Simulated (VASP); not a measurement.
# NiO (Fm-3m) in VASP: a series of runs, part 2 of 2

VASP 6.6.1.

### 3 Single point, PBE, collinear spin, ferromagnetic start

This run uses another cell than the first one, of 9.08 Å³/atom.

Contents of INCAR:

```
PREC     = Accurate       # precision mode
ENCUT    = 520            # plane-wave cutoff, eV
EDIFF    = 1E-7           # SCF threshold, eV
ISMEAR   = -1             # smearing method
SIGMA    = 0.05           # smearing width, eV
LREAL    = F              # projectors in reciprocal space
LASPH    = T              # aspherical terms in the spheres
NELM     = 150            # most SCF steps
ALGO     = Normal         # electronic algorithm
ISIF     = 2              # what is computed and relaxed
LWAVE    = F              # write WAVECAR
LCHARG   = T              # write CHGCAR
ISPIN    = 2              # spin polarisation
MAGMOM   = 1 0            # initial moments
LORBIT   = 11             # projections on sites
LMAXMIX  = 4              # l up to which the mixer works
GGA      = PE             # functional
LELF     = T              # ELF
LVHAR    = T            
NBANDS   = 19             # bands
```

Contents of KPOINTS:

```
Automatic mesh
0
Gamma
  9 9 9
```

Contents of POSCAR:

```
NiO
1.0
    0.0000000000      2.0859016414      2.0859016414
    2.0859016414      0.0000000000      2.0859016414
    2.0859016414      2.0859016414      0.0000000000
Ni O
1 1
Direct
    0.0000000000      0.0000000000      0.0000000000
    0.5000000000      0.5000000000      0.5000000000
```

Potentials or basis: VASP PAW PBE potentials, release 64 (Ni, O).

On the command line:

```sh
cat potpaw_PBE.64/Ni/POTCAR potpaw_PBE.64/O/POTCAR > POTCAR
mpirun -np 1 vasp_std > vasp.out
```

OUTCAR:

```text
PREC = Accurate
   ENCUT = 520
   EDIFF = 1E-7
   ISMEAR = -1
   LREAL = F
   LASPH = T
   NELM = 150
   ISIF = 2
   ISPIN = 2
   LORBIT = 11
   GGA = PE

 ion  position               nearest neighbor table
   1  0.000  0.000  0.000-   2 2.09   2 2.09   2 2.09   2 2.09   2 2.09   2 2.09
   2  0.500  0.500  0.500-   1 2.09   1 2.09   1 2.09   1 2.09   1 2.09   1 2.09

  LATTYP: Found a face centered cubic cell.
 ALAT       =     4.1718032828

  Lattice vectors:

[... 1270 lines left out ...]
  in kB       57.0960300     57.0960300     57.0960300     -0.0000000      0.0000000      0.0000000
  external PRESSURE =      57.0960300 kB  Pullay stress =       0.0000000 kB

 VOLUME and BASIS-vectors are now :
 -----------------------------------------------------------------------------
  energy-cutoff  :      520.00
  volume of cell :       18.15
      direct lattice vectors                 reciprocal lattice vectors
     0.000000000  2.085901641  2.085901641    -0.239704495  0.239704495  0.239704495
     2.085901641  0.000000000  2.085901641     0.239704495 -0.239704495  0.239704495
     2.085901641  2.085901641  0.000000000     0.239704495  0.239704495 -0.239704495

 POSITION                                       TOTAL-FORCE (eV/Angst)
 -----------------------------------------------------------------------------------
      0.00000      0.00000      0.00000         0.000000      0.000000      0.000000
      2.08590      2.08590      2.08590        -0.000000     -0.000000     -0.000000
 -----------------------------------------------------------------------------------
    total drift:                                0.000000     -0.000000     -0.000000

  FREE ENERGIE OF THE ION-ELECTRON SYSTEM (eV)
  ---------------------------------------------------
  free  energy   TOTEN  =       -11.4732737816 eV

  energy  without entropy=      -11.4641853773  energy(sigma->0) =      -11.46872958

 total charge

# of ion       s       p       d       tot
------------------------------------------
    1        0.333   0.408   8.251   8.992
    2        1.557   3.425   0.000   4.982
--------------------------------------------------
tot          1.890   3.832   8.251  13.973

 magnetization (x)

# of ion       s       p       d       tot
------------------------------------------
    1        0.011   0.015   1.397   1.423
    2        0.028   0.233   0.000   0.261
--------------------------------------------------
tot          0.039   0.249   1.397   1.685
```

stdout:

```text
POSCAR found type information on POSCAR NiO
 POSCAR found :  2 types and       2 ions
 scaLAPACK will be used
 LDA part: xc-table for (Slater+PW92), standard interpolation
 POSCAR, INCAR and KPOINTS ok, starting setup
 FFT: planning ... GRIDC
 FFT: planning ... GRID_SOFT
 FFT: planning ... GRID
 WAVECAR not read
 entering main loop
```

Wall time 14 s (1 thread of Intel Xeon 6975P-C (Granite Rapids), shared host); peak memory 0.15 GiB.

What came out:

* Free energy: -11.4733 eV
* Pressure: 5.7 GPa
* Net moment: 1.73 μB per cell
* Site moments: Ni +1.42; O +0.26 μB
* Valence electrons inside the program's atomic spheres: Ni 8.99; O 4.98

Levels at points of the mesh, in eV from the Fermi level:
Spin up:
| k point | band 5 | band 6 | band 7 | band 8 | band 9 | band 10 | band 11 | band 12 | band 13 | band 14 |
| --- | --- | --- | --- | --- | --- | --- | --- | --- | --- | --- |
| (0.00, 0.00, 0.00) | -3.01 | -3.01 | -2.66 | -2.66 | -2.66 | 1.56 | 17.87 | 18.95 | 18.95 | 18.95 |
Spin down:
```
           k point  band 5  band 6  band 7  band 8  band 9  band 10
(0.00, 0.00, 0.00)   -1.85   -1.85   -1.85   -0.62   -0.62     1.90
```

Caveat: the cell stands under pressure; a cell with one magnetic atom can't hold antiferromagnetic order, which such compounds often take; semilocal functionals often make such compounds metallic where correlation or magnetic order opens a gap, which also shifts bond lengths. With open d or f shells a metallic result of PBE can be an artefact of self-interaction; +U or a hybrid may open a gap.

### 4 Single point, PBE, collinear spin, ferromagnetic start

This run uses another cell than the first one, of 9.08 Å³/atom.

Contents of INCAR:

```
PREC = Accurate
ENCUT = 520
EDIFF = 1E-6
ISMEAR = 0
SIGMA = 0.02
LREAL = False
LASPH = True
NELM = 150
ALGO = Normal
ISIF = 2
LWAVE = False
LCHARG = True
ISPIN = 2
MAGMOM = 1 0
LORBIT = 11
LMAXMIX = 4
GGA = PE
LELF = True
LVHAR = True
NBANDS = 19
```

Contents of KPOINTS:

```
Automatic mesh
0
Gamma
  11 11 11
```

POSCAR is that of step 3.

Potentials or basis: VASP PAW PBE potentials, release 64 (Ni, O).

On the command line:

```sh
cat potpaw_PBE.64/Ni/POTCAR potpaw_PBE.64/O/POTCAR > POTCAR
mpirun -np 1 vasp_std > vasp.out
```

OUTCAR:

```text
PREC = Accurate
   ENCUT = 520
   EDIFF = 1E-6
   ISMEAR = 0
   LREAL = False
   LASPH = True
   NELM = 150
   ISIF = 2
   ISPIN = 2
   LORBIT = 11
   GGA = PE

 ion  position               nearest neighbor table
   1  0.000  0.000  0.000-   2 2.09   2 2.09   2 2.09   2 2.09   2 2.09   2 2.09
   2  0.500  0.500  0.500-   1 2.09   1 2.09   1 2.09   1 2.09   1 2.09   1 2.09

  LATTYP: Found a face centered cubic cell.
 ALAT       =     4.1718032828

  Lattice vectors:

 A1 = (   0.0000000000,   2.0859016414,   2.0859016414)
 A2 = (   2.0859016414,   0.0000000000,   2.0859016414)
 A3 = (   2.0859016414,   2.0859016414,   0.0000000000)

Analysis of symmetry for initial positions (statically):
=====================================================================
 Subroutine PRICEL returns:
 Original cell was already a primitive cell.

 Routine SETGRP: Setting up the symmetry group for a
 face centered cubic supercell.

 Subroutine GETGRP returns: Found 48 space group operations
 (whereof 48 operations were pure point group operations)
 out of a pool of 48 trial point group operations.

The static configuration has the point symmetry O_h .

Analysis of symmetry for dynamics (positions and initial velocities):
=====================================================================
 Subroutine PRICEL returns:
 Original cell was already a primitive cell.

 Routine SETGRP: Setting up the symmetry group for a
 face centered cubic supercell.

 Subroutine GETGRP returns: Found 48 space group operations
 (whereof 48 operations were pure point group operations)
 out of a pool of 48 trial point group operations.

The dynamic configuration has the point symmetry O_h .

Analysis of structural, dynamic, and magnetic symmetry:
=====================================================================
 Subroutine PRICEL returns:
 Original cell was already a primitive cell.

 Routine SETGRP: Setting up the symmetry group for a
 face centered cubic supercell.

 Subroutine GETGRP returns: Found 48 space group operations
 (whereof 48 operations were pure point group operations)
 out of a pool of 48 trial point group operations.

The overall configuration has the point symmetry O_h .

 Subroutine INISYM returns: Found 48 space group operations
 (whereof 48 operations are pure point group operations),
 and found     1 'primitive' translations

----------------------------------------------------------------------------------------

                                     Primitive cell

  volume of cell :      18.1515

  direct lattice vectors                    reciprocal lattice vectors
     0.000000000  2.085901641  2.085901641    -0.239704495  0.239704495  0.239704495
     2.085901641  0.000000000  2.085901641     0.239704495 -0.239704495  0.239704495
     2.085901641  2.085901641  0.000000000     0.239704495  0.239704495 -0.239704495

  length of vectors
     2.949910391  2.949910391  2.949910391     0.415180364  0.415180364  0.415180364

  position of ions in fractional coordinates (direct lattice)
     0.000000000  0.000000000  0.000000000
     0.500000000  0.500000000  0.500000000

  ion indices of the primitive-cell ions
   primitive index   ion index
                 1           1
                 2           2

----------------------------------------------------------------------------------------

[... 65 lines left out ...]
   LSORBIT =      F    spin-orbit coupling
   LASPH  =      T    aspherical Exc in radial PAW
   ENCUT  =  520.0 eV  38.22 Ry    6.18 a.u.   5.48  5.48  5.48*2*pi/ulx,y,z
   NELM   =    150;   NELMIN=  2; NELMDL= -5     # of ELM steps
   EDIFF  = 0.1E-05   stopping-criterion for ELM
   LREAL  =      F    real-space projection
   EDIFFG = 0.1E-04   stopping-criterion for IOM
   NSW    =      0    number of steps for IOM
   IBRION =     -1    ionic relax: 0-MD 1-quasi-New 2-CG
   NFREE  =      0    steps in history (QN), initial steepest desc. (CG)
   ISIF   =      2    stress and relaxation
   ISYM   =      2    0-nonsym 1-usesym 2-fastsym
   POTIM  = 0.5000    time-step for ionic-motion
   TEBEG  =    0.0;   TEEND  =   0.0 temperature during run
   PSTRESS=    0.0 pullay stress
   NELECT =      16.0000    total number of electrons
   NUPDOWN=      -1.0000    fix difference up-down
   EMIN   =  10.00;   EMAX   =-10.00  energy-range for DOS
   EFERMI =   0.00;   METHOD = LEGACY
   ISMEAR =     0;   SIGMA  =   0.02  broadening in eV -4-tet -1-fermi 0-gaus
   EFERMI_NEDOS =   21; number of points for ismear=-14 and -15
   IALGO  =     38    algorithm
   IMIX   =      4    mixing-type and parameters
     AMIX     =   0.40;   BMIX     =  1.00
     AMIX_MAG =   1.60;   BMIX_MAG =  1.00
  volume/ion in A,a.u.               =       9.08        61.25
  Fermi-wavevector in a.u.,A,eV,Ry     =   1.569680  2.966264 33.523312  2.463894
  Thomas-Fermi vector in A             =   2.671526
   LORBIT       =     11    0 simple, 1 ext, 2 COOP (PROOUT), +10 PAW based schemes
   GGA     = PE    functional components
   LHFCALC =     F    Hartree Fock is set to
   AEXX    =    0.0000 exact exchange contribution
   IVDW    =     0    specifies the selected vdW correction
   LEPSILON=     F    determine dielectric tensor
   LRPA    =     F    only Hartree local field effects (RPA)
 spin polarized calculation
 Gauss-broadening in eV      SIGMA  =   0.02
  energy-cutoff  :      520.00
  volume of cell :       18.15
 maximum number of plane-waves:       531
 NGX is ok and might be reduce to    24
   NGX = 11   NGY = 11   NGZ = 11

 number of electron      16.0000001 magnetization       1.7751981

 Free energy of the ion-electron system (eV)
  ---------------------------------------------------
  ext. energy  EPLUGINS =         0.00000000
  ---------------------------------------------------
  free energy    TOTEN  =       -11.46720825 eV

  energy without entropy =      -11.46697626  energy(sigma->0) =      -11.46709226

 E-fermi :   7.9164     XC(G=0): -12.6994

 val. band max:        7.8962233976   @ k =   0.0909   0.0909   0.0000
 cond. band min:       7.9235810970   @ k =   0.3636   0.2727   0.0909
 fundamental gap:      0.0273576994
 Fermi energy:         7.9163630388

 spin component 1

 k-point     1 :       0.0000    0.0000    0.0000
  band No.  band energies     occupation
      1     -12.4430      1.00000
      2       4.7715      1.00000
      3       4.7716      1.00000
      4       4.9512      1.00000
      5       4.9512      1.00000
      6       4.9512      1.00000
[... 517 lines left out ...]
     18      38.9050      0.00000
     19      40.0322      0.00000

 [... further k-points ...]

 spin component 2

 k-point     1 :       0.0000    0.0000    0.0000
  band No.  band energies     occupation
      1     -11.9950      1.00000
      2       5.4716      1.00000
      3       5.4716      1.00000
      4       5.4716      1.00000
      5       6.0817      1.00000
      6       6.0819      1.00000
[... 517 lines left out ...]
     18      39.3246      0.00000
     19      40.2584      0.00000

 [... further k-points ...]

------------------------ aborting loop because EDIFF is reached ----------------------------------------

  FORCE on cell =-STRESS in cart. coord.  units (eV):
  Direction    XX          YY          ZZ          XY          YZ          ZX
  --------------------------------------------------------------------------------------
  -------------------------------------------------------------------------------------
  Total        0.6899361      0.6899361      0.6899361      0.0000000     -0.0000000      0.0000000
  in kB       60.8986951     60.8986951     60.8986951      0.0000000     -0.0000000      0.0000000
  external PRESSURE =      60.8986951 kB  Pullay stress =       0.0000000 kB

 VOLUME and BASIS-vectors are now :
 -----------------------------------------------------------------------------
  energy-cutoff  :      520.00
  volume of cell :       18.15
      direct lattice vectors                 reciprocal lattice vectors
     0.000000000  2.085901641  2.085901641    -0.239704495  0.239704495  0.239704495
     2.085901641  0.000000000  2.085901641     0.239704495 -0.239704495  0.239704495
     2.085901641  2.085901641  0.000000000     0.239704495  0.239704495 -0.239704495

 POSITION                                       TOTAL-FORCE (eV/Angst)
 -----------------------------------------------------------------------------------
      0.00000      0.00000      0.00000        -0.000000     -0.000000     -0.000000
      2.08590      2.08590      2.08590         0.000000      0.000000      0.000000
 -----------------------------------------------------------------------------------
    total drift:                                0.000000     -0.000000     -0.000000

  FREE ENERGIE OF THE ION-ELECTRON SYSTEM (eV)
  ---------------------------------------------------
  free  energy   TOTEN  =       -11.4672082521 eV

  energy  without entropy=      -11.4669762602  energy(sigma->0) =      -11.46709226

 total charge

# of ion       s       p       d       tot
------------------------------------------
    1        0.334   0.408   8.246   8.988
    2        1.556   3.428   0.000   4.984
--------------------------------------------------
tot          1.890   3.836   8.246  13.972

 magnetization (x)

# of ion       s       p       d       tot
------------------------------------------
    1        0.012   0.015   1.429   1.456
    2        0.028   0.246   0.000   0.274
--------------------------------------------------
tot          0.040   0.261   1.429   1.730
```

OSZICAR:

```text
N       E                     dE             d eps       ncg     rms          rms(c)
DAV:   1     0.839828066177E+02    0.83983E+02   -0.70111E+03  4536   0.103E+03
DAV:   2    -0.848935267889E+01   -0.92472E+02   -0.80725E+02  4371   0.235E+02
DAV:   3    -0.135850822435E+02   -0.50957E+01   -0.47909E+01  4888   0.554E+01
DAV:   4    -0.136316631377E+02   -0.46581E-01   -0.46527E-01  4699   0.520E+00
DAV:   5    -0.136324033215E+02   -0.74018E-03   -0.74010E-03  4895   0.645E-01    0.140E+01
DAV:   6    -0.128102573929E+02    0.82215E+00   -0.10953E+01  5583   0.571E+01    0.164E+01
DAV:   7    -0.114863854514E+02    0.13239E+01   -0.44798E+00  5437   0.472E+01    0.591E+00
DAV:   8    -0.114525516501E+02    0.33834E-01   -0.20956E-01  5568   0.798E+00    0.331E+00
DAV:   9    -0.114635150937E+02   -0.10963E-01   -0.35610E-02  5955   0.303E+00    0.108E+00
DAV:  10    -0.114665710704E+02   -0.30560E-02   -0.70602E-03  5891   0.101E+00    0.435E-01
DAV:  11    -0.114669318876E+02   -0.36082E-03   -0.12863E-03  5656   0.890E-01    0.275E-01
DAV:  12    -0.114669499771E+02   -0.18089E-04   -0.24505E-03  5854   0.118E+00    0.272E-01
DAV:  13    -0.114671499507E+02   -0.19997E-03   -0.79775E-04  5614   0.612E-01    0.512E-02
DAV:  14    -0.114671560048E+02   -0.60541E-05   -0.12323E-04  5782   0.125E-01    0.738E-02
DAV:  15    -0.114671906767E+02   -0.34672E-04   -0.12112E-05  5386   0.853E-02    0.588E-02
DAV:  16    -0.114672040960E+02   -0.13419E-04   -0.42875E-05  5646   0.171E-01    0.211E-02
DAV:  17    -0.114672082692E+02   -0.41732E-05   -0.66534E-06  5256   0.484E-02    0.275E-03
DAV:  18    -0.114672082521E+02    0.17074E-07   -0.49936E-07  2439   0.771E-03
   1 F= -.11467208E+02 E0= -.11467092E+02  d E =-.231992E-03  mag=     1.7739
```

It took 20 s on 1 thread of Intel Xeon 6975P-C (Granite Rapids), shared host; peak memory 0.17 GiB.

What came out:

* Free energy: -11.4672 eV
* Pressure: 6.1 GPa
* Net moment: 1.78 μB per cell
* Site moments: Ni +1.46; O +0.27 μB
* Valence electrons inside the program's atomic spheres: Ni 8.99; O 4.98

Levels at points of the mesh, in eV from the Fermi level:
Spin up:
```tsv
k point	band 6	band 7	band 8	band 9	band 10	band 11	band 12	band 13
(0.00, 0.00, 0.00)	-2.97	-2.66	-2.65	-2.65	1.59	17.90	18.98	18.98
```
Spin down:
| k point | band 5 | band 6 | band 7 | band 8 | band 9 | band 10 |
| --- | --- | --- | --- | --- | --- | --- |
| (0.00, 0.00, 0.00) | -1.83 | -1.83 | -1.83 | -0.58 | -0.58 | 1.94 |

Caveat: the cell stands under pressure; a cell with one magnetic atom can't hold antiferromagnetic order, which such compounds often take; semilocal functionals often make such compounds metallic where correlation or magnetic order opens a gap, which also shifts bond lengths. With open d or f shells a metallic result of PBE can be an artefact of self-interaction; +U or a hybrid may open a gap.

### 5 The runs side by side

| level | potentials or basis | cell | k mesh | cutoff (eV) | smearing | gap on the mesh (eV) | pressure (GPa) | moment (μB) |
| --- | --- | --- | --- | --- | --- | --- | --- | --- |
| r2SCAN+D4 | VASP PAW PBE potentials, release 64 (Ni_sv_GW, O) | a = 2.955 Å, angles 60.0°, 2 atoms | 11 × 11 × 11 | 660 | fermi-dirac 0.05 eV | 0.86 | -1.9 | 2.00 |
| PBE | VASP PAW PBE potentials, release 64 (Ni, O) | a = 2.950 Å, angles 60.0°, 2 atoms | 9 × 9 × 9 | 520 | fermi-dirac 0.05 eV | none | 5.7 | 1.73 |
| PBE | VASP PAW PBE potentials, release 64 (Ni, O) | a = 2.950 Å, angles 60.0°, 2 atoms | 11 × 11 × 11 | 520 | gaussian 0.02 eV | none | 6.1 | 1.78 |

Alike in all rows: task single point; spin collinear, ferromagnetic start.

Caveats: a cell with one magnetic atom can't hold antiferromagnetic order, which such compounds often take; the cell stands under pressure (at least some runs); semilocal functionals often make such compounds metallic where correlation or magnetic order opens a gap, which also shifts bond lengths (at least some runs); the PAW data sets were made with another functional, which shifts forces and pressure a little (at least some runs); an odd mesh through Γ misses points on the zone boundary, where band edges can lie (at least some runs).

Total energies depend on the potentials used, so only differences within one code and one set of settings carry meaning.
